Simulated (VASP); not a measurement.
# H3F2 (P1) in VASP: single point with r2SCAN

Aim: the single point of H3F2 with r2SCAN.

All numbers are computed with VASP 6.6.1; they aren't measurements. Logs are shortened: lines on timing, memory, paths and dates and some standing lists are left out, and cuts for length are marked.

## Step 1: The cell of the first run

The typed cell holds 10 atoms: a = 4.060 Å, b = 4.029 Å, c = 7.069 Å, α = 87.81°, β = 86.18°, γ = 88.33°.

## Step 2: Single point, r2SCAN

POSCAR reads:

```
H3F2
1.0
    4.0372194059     -0.4040076729     -0.1402437462
    0.5106836140      3.9916407365     -0.1920389273
    0.7680181911      0.5114644070      7.0083974079
H F
6 4
Direct
    0.8473512314      0.4343398297      0.1577878928
    0.8572179948      0.9327326421      0.1955317137
    0.3050425321      0.6808239708      0.5166505368
    0.4759567703      0.6207336344      0.5331624328
    0.0576584318      0.1376250004      0.7912193210
    0.5526586361      0.1389035664      0.8301383937
    0.8245379475      0.6442464158      0.0848849243
    0.8780408080      1.1322274867      0.2671795234
    0.8610482843      0.1320140870      0.7195847175
    0.3405013639      0.1463463667      0.9038515439
```

INCAR.step1 reads:

```
SYSTEM = H3F2
PREC     = Accurate       ! precision mode
ENCUT    = 520            ! plane-wave cutoff, eV
ISMEAR   = 0              ! smearing method
SIGMA    = 0.02           ! smearing width, eV
LREAL    = .False.        ! projectors in reciprocal space
LASPH    = .True.         ! aspherical terms in the spheres
NELM     = 100            ! most SCF steps
NBANDS   = 28             ! bands
GGA      = PE             ! functional
ALGO     = Normal         ! electronic algorithm
EDIFF    = 1E-4           ! SCF threshold, eV
LWAVE    = .True.         ! write WAVECAR
LCHARG   = .False.        ! write CHGCAR
```

INCAR.step2 reads:

```
SYSTEM = H3F2
PREC     = Accurate       ! precision mode
ENCUT    = 520            ! plane-wave cutoff, eV
EDIFF    = 1E-6           ! SCF threshold, eV
ISMEAR   = 0              ! smearing method
SIGMA    = 0.02           ! smearing width, eV
LREAL    = .False.        ! projectors in reciprocal space
LASPH    = .True.         ! aspherical terms in the spheres
NELM     = 100            ! most SCF steps
ALGO     = Normal         ! electronic algorithm
ISIF     = 2              ! what is computed and relaxed
LWAVE    = .False.        ! write WAVECAR
LCHARG   = .False.        ! write CHGCAR
METAGGA  = R2SCAN         ! meta-GGA
LMIXTAU  = .True.       
NBANDS   = 28             ! bands
ISTART   = 1
```

KPOINTS reads:

```
Automatic mesh
0
Gamma
  6 6 4
  0 0 0
```

Potentials or basis: VASP PAW PBE potentials, release 64 (H, F).

Command:

```sh
$ cat potpaw_PBE.64/H/POTCAR potpaw_PBE.64/F/POTCAR > POTCAR
$ cp INCAR.step1 INCAR
$ mpirun -np 1 vasp_std > vasp.out
$ cp INCAR.step2 INCAR
$ mpirun -np 1 vasp_std > vasp.out
```

OUTCAR:

```text
SYSTEM = H3F2
   PREC = Accurate
   ENCUT = 520
   EDIFF = 1E-6
   ISMEAR = 0
   LREAL = .False.
   LASPH = .True.
   NELM = 100
   ISIF = 2
   METAGGA = R2SCAN
   ISTART = 1

 ion  position               nearest neighbor table
   1  0.847  0.434  0.158-   7 0.98
   2  0.857  0.933  0.196-   8 0.97
   3  0.305  0.681  0.517-   4 0.74
   4  0.476  0.621  0.533-   3 0.74
   5  0.058  0.138  0.791-   9 0.97
   6  0.553  0.139  0.830-  10 0.98
   7  0.825  0.644  0.085-   1 0.98
   8  0.878  0.132  0.267-   2 0.97
   9  0.861  0.132  0.720-   5 0.97
  10  0.341  0.146  0.904-   6 0.98

  LATTYP: Found a triclinic cell.
 ALAT       =     5.6356776320
 B/A-ratio  =     0.7148662434
 C/A-ratio  =     1.4042389896
 COS(alpha) =     0.0191918042
 COS(beta)  =     0.3404223622
 COS(gamma) =     0.6939005783

  Lattice vectors:

 A1 = (   3.5265357919,  -4.3956484094,   0.0517951811)
 A2 = (  -0.5106836140,  -3.9916407365,   0.1920389273)
 A3 = (   3.2692012148,  -0.9154720799,  -7.1486411541)

Analysis of symmetry for initial positions (statically):
=====================================================================
 Subroutine PRICEL returns:
 Original cell was already a primitive cell.

 Routine SETGRP: Setting up the symmetry group for a
 triclinic supercell.

 Subroutine GETGRP returns: Found  1 space group operations
 (whereof  1 operations were pure point group operations)
 out of a pool of  2 trial point group operations.

The static configuration has the point symmetry C_1 .

Analysis of symmetry for dynamics (positions and initial velocities):
=====================================================================
 Subroutine PRICEL returns:
 Original cell was already a primitive cell.

 Routine SETGRP: Setting up the symmetry group for a
 triclinic supercell.

 Subroutine GETGRP returns: Found  1 space group operations
 (whereof  1 operations were pure point group operations)
 out of a pool of  2 trial point group operations.

The dynamic configuration has the point symmetry C_1 .

 Subroutine INISYM returns: Found  1 space group operations
 (whereof  1 operations are pure point group operations),
 and found     1 'primitive' translations

----------------------------------------------------------------------------------------

                                     Primitive cell

  volume of cell :     115.2366

  direct lattice vectors                    reciprocal lattice vectors
     4.037219406 -0.404007673 -0.140243746     0.243613714 -0.032338353 -0.024336498
     0.510683614  3.991640736 -0.192038927     0.023948257  0.246468033 -0.020611320
     0.768018191  0.511464407  7.008397408     0.005531121  0.006106418  0.141634203

  length of vectors
     4.059806774  4.028755698  7.068881242     0.246952781  0.248485084  0.141873638

  position of ions in fractional coordinates (direct lattice)
     0.847351231  0.434339830  0.157787893
     0.857217995  0.932732642  0.195531714
     0.305042532  0.680823971  0.516650537
     0.475956770  0.620733634  0.533162433
     0.057658432  0.137625000  0.791219321
     0.552658636  0.138903566  0.830138394
     0.824537947  0.644246416  0.084884924
     0.878040808  0.132227487  0.267179523
     0.861048284  0.132014087  0.719584717
     0.340501364  0.146346367  0.903851544

  ion indices of the primitive-cell ions
   primitive index   ion index
                 1           1
                 2           2
                 3           3
                 4           4
                 5           5
                 6           6
                 7           7
                 8           8
                 9           9
                10          10

----------------------------------------------------------------------------------------

 KPOINTS: Automatic mesh

Automatic generation of k-mesh.
 Grid dimensions read from file:
 generate k-points for:    6    6    4

 Generating k-lattice:

  Cartesian coordinates                     Fractional coordinates (reciprocal lattice)
     0.040602286 -0.005389725 -0.004056083     0.166666667 -0.000000000 -0.000000000
     0.003991376  0.041078006 -0.003435220    -0.000000000  0.166666667 -0.000000000
     0.001382780  0.001526605  0.035408551     0.000000000  0.000000000  0.250000000

  Length of vectors
     0.041158797  0.041414181  0.035468410

  Shift w.r.t. Gamma in fractional coordinates (k-lattice)
     0.000000000  0.000000000  0.000000000

 Subroutine IBZKPT returns following result:
 ===========================================

 Found     76 irreducible k-points:

 Following reciprocal coordinates:
            Coordinates               Weight
  0.000000  0.000000  0.000000      1.000000
  0.166667  0.000000  0.000000      2.000000
  0.333333  0.000000  0.000000      2.000000
  0.500000  0.000000  0.000000      1.000000
  0.000000  0.166667  0.000000      2.000000
  0.166667  0.166667  0.000000      2.000000
[... 16 lines left out ...]
  0.333333 -0.000000  0.250000      2.000000
  0.500000 -0.000000  0.250000      2.000000
 [... further k-points ...]
   k-points           NKPTS =     76   k-points in BZ     NKDIM =     76   number of bands    NBANDS=     28
   number of dos      NEDOS =    301   number of ions     NIONS =     10
   total plane-waves  NPLWV =  48600
   dimension x,y,z NGX =    30 NGY =   30 NGZ =   54
   dimension x,y,z NGXF=    60 NGYF=   60 NGZF=  108
   ions per type =               6   4
   NGX,Y,Z   is equivalent  to a cutoff of  12.28, 12.38, 12.70 a.u.
   NGXF,Y,Z  is equivalent  to a cutoff of  24.57, 24.76, 25.40 a.u.
 SYSTEM =  H3F2
   PREC   = accura    normal or accurate (medium, high low for compatibility)
   ISTART =      1    job   : 0-new  1-cont  2-samecut
   ICHARG =      0    charge: 1-file 2-atom 10-const
   ISPIN  =      1    spin polarized calculation?
   LNONCOLLINEAR =      F non collinear calculations
   LSORBIT =      F    spin-orbit coupling
   LASPH  =      T    aspherical Exc in radial PAW
   ENCUT  =  520.0 eV  38.22 Ry    6.18 a.u.   7.55  7.49 13.14*2*pi/ulx,y,z
   NELM   =    100;   NELMIN=  2; NELMDL=  0     # of ELM steps
   EDIFF  = 0.1E-05   stopping-criterion for ELM
   LREAL  =      F    real-space projection
   EDIFFG = 0.1E-04   stopping-criterion for IOM
   NSW    =      0    number of steps for IOM
   IBRION =     -1    ionic relax: 0-MD 1-quasi-New 2-CG
   NFREE  =      0    steps in history (QN), initial steepest desc. (CG)
   ISIF   =      2    stress and relaxation
   ISYM   =      2    0-nonsym 1-usesym 2-fastsym
   POTIM  = 0.5000    time-step for ionic-motion
   TEBEG  =    0.0;   TEEND  =   0.0 temperature during run
   PSTRESS=    0.0 pullay stress
   NELECT =      34.0000    total number of electrons
   NUPDOWN=      -1.0000    fix difference up-down
   EMIN   =  10.00;   EMAX   =-10.00  energy-range for DOS
   EFERMI =   0.00;   METHOD = LEGACY
   ISMEAR =     0;   SIGMA  =   0.02  broadening in eV -4-tet -1-fermi 0-gaus
   EFERMI_NEDOS =   21; number of points for ismear=-14 and -15
   IALGO  =     38    algorithm
   IMIX   =      4    mixing-type and parameters
     AMIX     =   0.40;   BMIX     =  1.00
     AMIX_MAG =   1.60;   BMIX_MAG =  1.00
  volume/ion in A,a.u.               =      11.52        77.77
  Fermi-wavevector in a.u.,A,eV,Ry     =   1.089861  2.059538 16.160947  1.187796
  Thomas-Fermi vector in A             =   2.226073
   LORBIT       =      0    0 simple, 1 ext, 2 COOP (PROOUT), +10 PAW based schemes
   METAGGA = R2SCAN    functional components
   LHFCALC =     F    Hartree Fock is set to
   AEXX    =    0.0000 exact exchange contribution
   IVDW    =     0    specifies the selected vdW correction
   LEPSILON=     F    determine dielectric tensor
   LRPA    =     F    only Hartree local field effects (RPA)
 non-spin polarized calculation
 Gauss-broadening in eV      SIGMA  =   0.02
  energy-cutoff  :      520.00
  volume of cell :      115.24
 maximum number of plane-waves:      3133
   NGX = 15   NGY = 15   NGZ = 27

 number of electron      34.0000007 magnetization

 Free energy of the ion-electron system (eV)
  ---------------------------------------------------
  ext. energy  EPLUGINS =         0.00000000
  ---------------------------------------------------
  free energy    TOTEN  =       -45.94922845 eV

  energy without entropy =      -45.94922845  energy(sigma->0) =      -45.94922845

 E-fermi :  -7.2598     XC(G=0):  -6.8276

 val. band max:       -7.3651148902   @ k =   0.0000   0.5000   0.5000
 cond. band min:       2.0112143710   @ k =   0.0000  -0.0000   0.5000
 fundamental gap:      9.3763292612
 Fermi energy:        -7.2597875384

 k-point     1 :       0.0000    0.0000    0.0000
  band No.  band energies     occupation
      1     -29.9680      2.00000
      2     -29.8513      2.00000
      3     -28.5916      2.00000
      4     -28.5632      2.00000
      5     -13.2678      2.00000
      6     -13.2404      2.00000
[... 20 lines left out ...]
     27      10.6140      0.00000
     28      10.7611      0.00000

 k-point     2 :       0.1667    0.0000    0.0000
  band No.  band energies     occupation
      1     -29.9384      2.00000
      2     -29.7993      2.00000
      3     -28.6830      2.00000
      4     -28.5697      2.00000
      5     -13.2410      2.00000
      6     -13.1063      2.00000
[... 20 lines left out ...]
     27      10.6891      0.00000
     28      10.8647      0.00000

 k-point     3 :       0.3333    0.0000    0.0000
  band No.  band energies     occupation
      1     -29.9158      2.00000
      2     -29.5958      2.00000
      3     -28.9431      2.00000
      4     -28.5695      2.00000
      5     -13.2334      2.00000
      6     -12.6607      2.00000
[... 616 lines left out ...]
      3     -28.9430      2.00000
      4     -28.5693      2.00000
      5     -13.2327      2.00000
      6     -12.6607      2.00000
[... 20 lines left out ...]
     27      10.5994      0.00000
     28      10.9594      0.00000

 k-point    24 :       0.5000   -0.0000    0.2500
  band No.  band energies     occupation
      1     -29.9104      2.00000
      2     -29.2888      2.00000
      3     -29.2727      2.00000
      4     -28.5685      2.00000
      5     -13.2287      2.00000
      6     -12.0345      2.00000
[... 20 lines left out ...]
     27      10.9667      0.00000
     28      11.1134      0.00000

 [... further k-points ...]

------------------------ aborting loop because EDIFF is reached ----------------------------------------

  FORCE on cell =-STRESS in cart. coord.  units (eV):
  Direction    XX          YY          ZZ          XY          YZ          ZX
  --------------------------------------------------------------------------------------
  -------------------------------------------------------------------------------------
  Total       -0.0550404     -0.0566099     -0.2061666      0.0119540     -0.0089668      0.0041832
  in kB       -0.7652467     -0.7870682     -2.8664103      0.1662007     -0.1246689      0.0581599
  external PRESSURE =      -1.4729084 kB  Pullay stress =       0.0000000 kB

 VOLUME and BASIS-vectors are now :
 -----------------------------------------------------------------------------
  energy-cutoff  :      520.00
  volume of cell :      115.24
      direct lattice vectors                 reciprocal lattice vectors
     4.037219406 -0.404007673 -0.140243746     0.243613714 -0.032338353 -0.024336498
     0.510683614  3.991640736 -0.192038927     0.023948257  0.246468033 -0.020611320
     0.768018191  0.511464407  7.008397408     0.005531121  0.006106418  0.141634203

 POSITION                                       TOTAL-FORCE (eV/Angst)
 -----------------------------------------------------------------------------------
      3.76394      1.47210      0.90359         0.009433     -0.187254      0.126301
      4.08728      3.47682      1.07102        -0.052574     -0.188282     -0.096750
      1.97601      2.85861      3.44737        -0.001862      0.001950      0.001303
      2.64802      2.55815      3.55066         0.001591     -0.002285     -0.001177
      0.91073      0.93074      5.51066         0.198451     -0.006793      0.100696
      2.93970      0.75576      5.71376         0.187464     -0.037549     -0.125923
      3.72304      2.28190      0.35555         0.005055      0.183821     -0.074559
      3.81757      0.30972      1.72397         0.039172      0.192518      0.045822
      4.09631      0.54712      4.89703        -0.195706      0.013127     -0.049163
      2.14359      0.90888      6.25869        -0.191024      0.030746      0.073450
 -----------------------------------------------------------------------------------
    total drift:                               -0.000693     -0.003847      0.000312

  FREE ENERGIE OF THE ION-ELECTRON SYSTEM (eV)
  ---------------------------------------------------
  free  energy   TOTEN  =       -45.9492284532 eV

  energy  without entropy=      -45.9492284532  energy(sigma->0) =      -45.94922845
```

It took 11 min on 1 thread of Intel Xeon Platinum 8124M at 3.00GHz (Skylake/Cascade Lake), shared host; peak memory 0.33 GiB.

Results:

```
Free energy            : -45.9492 eV
Pressure               : -0.1 GPa
Largest force          : 0.229 eV/Å
Band gap on the k mesh : 9.38 eV, indirect (least direct gap 9.41 eV)
```

Forces on the atoms (eV/Å):
```
H    0.009 -0.187  0.126
H   -0.053 -0.188 -0.097
H   -0.002  0.002  0.001
H    0.002 -0.002 -0.001
H    0.198 -0.007  0.101
H    0.187 -0.038 -0.126
F    0.005  0.184 -0.075
F    0.039  0.193  0.046
F   -0.196  0.013 -0.049
F   -0.191  0.031  0.073
```

Stress tensor (GPa, compression positive):
```
-0.08  0.02  0.01
 0.02 -0.08 -0.01
 0.01 -0.01 -0.29
```

Caveat: the PAW data sets were made with another functional, which shifts forces and pressure a little.
